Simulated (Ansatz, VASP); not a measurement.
One calculation of TaSb, two programs

```
Ta Sb
1.0
     0.00000    2.79100    2.79100
     2.79100    0.00000    2.79100
     2.79100    2.79100    0.00000
Ta Sb
1 1
Direct
  0.50000 0.50000 0.50000
  0.00000 0.00000 0.00000
```

Alike in both runs: functional PBEsol; k mesh 14 × 14 × 14; occupations gaussian, width 0.1 eV; no spin polarisation.

Ansatz relaxed the structure, and its values are those at the end. VASP's run is a single point on that final structure, the one shown.

```csv
,VASP,Ansatz
version,VASP 6.6.1,Ansatz 0.2.0
potentials or method,"VASP PAW PBE potentials, release 64 (Ta_pv, Sb), cutoff 520 eV","scalar-relativistic, plane waves, PAW"
valence electrons in the cell,16,28
```

VASP gave:

| Quantity | Value |
| --- | --- |
| gap on the k mesh at the Fermi level (eV) | none |
| pressure (GPa) | 0.3 |

Task: Which values does Ansatz return?

Result: gap on the k mesh at the Fermi level (eV): none; pressure (GPa): 0.0.

VASP's potentials were made for PBE, not for PBEsol. A gap of «none» marks a metal or a gap that the smearing closes. With one functional, cell and mesh, what is left measures potentials, basis and numerics. VASP's potentials hold 16 valence electrons a cell and Ansatz's 28, so a difference there can come from the potentials and not from the codes.

Neither program's run includes spin-orbit coupling.
